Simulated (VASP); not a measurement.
Write the native input for VASP 6.6.1 that does the following.

```
Task                   : single point
Functional             : PBEsol
Potentials or basis    : VASP PAW PBE potentials, release 64 (Cs_sv)
Cutoff                 : 520 eV
k mesh                 : 5 × 5 × 5
Occupations            : fermi-dirac, width 0.15 eV
Spin                   : no spin polarisation
Dipole correction      : no
Further INCAR settings : ALGO = Normal; EDIFF = 1e-06; NBANDS = 10
```

The structure of Cs lies in POSCAR:

```
Cs
1.0
   -3.5121650000      3.5121650000      7.0635860000
    3.5121650000     -3.5121650000      7.0635860000
    3.5121650000      3.5121650000     -7.0635860000
Cs
1
Direct
    0.0000000000      0.0000000000      0.0000000000
```

These files were run (other wordings do the same):

INCAR

```
SYSTEM = Cs
PREC     = Accurate       ! precision mode
ENCUT    = 520            ! plane-wave cutoff, eV
EDIFF    = 1E-6           ! SCF threshold, eV
ISMEAR   = -1             ! smearing method
SIGMA    = 0.15           ! smearing width, eV
LREAL    = .FALSE.        ! projectors in reciprocal space
LASPH    = .TRUE.         ! aspherical terms in the spheres
NELM     = 100            ! most SCF steps
ALGO     = Normal         ! electronic algorithm
ISIF     = 2              ! what is computed and relaxed
LWAVE    = .FALSE.        ! write WAVECAR
LCHARG   = .TRUE.         ! write CHGCAR
GGA      = PS             ! functional
LELF     = .TRUE.         ! ELF
LVHAR    = .TRUE.       
NBANDS   = 10             ! bands
```

KPOINTS

```
Automatic mesh
0
G
  5 5 5
  0 0 0
```

Potentials or basis: VASP PAW PBE potentials, release 64 (Cs_sv).

Command:

```bash
$ cat potpaw_PBE.64/Cs_sv/POTCAR > POTCAR
$ mpirun -np 1 vasp_std > vasp.out
```

It gave:

The pressure is -0.2 GPa.

Caveat: the PAW data sets were made with another functional, which shifts forces and pressure a little.

Run time: 2.1 min on 1 thread of Intel Xeon 6975P-C, with other jobs on the host, peak memory 0.54 GiB.
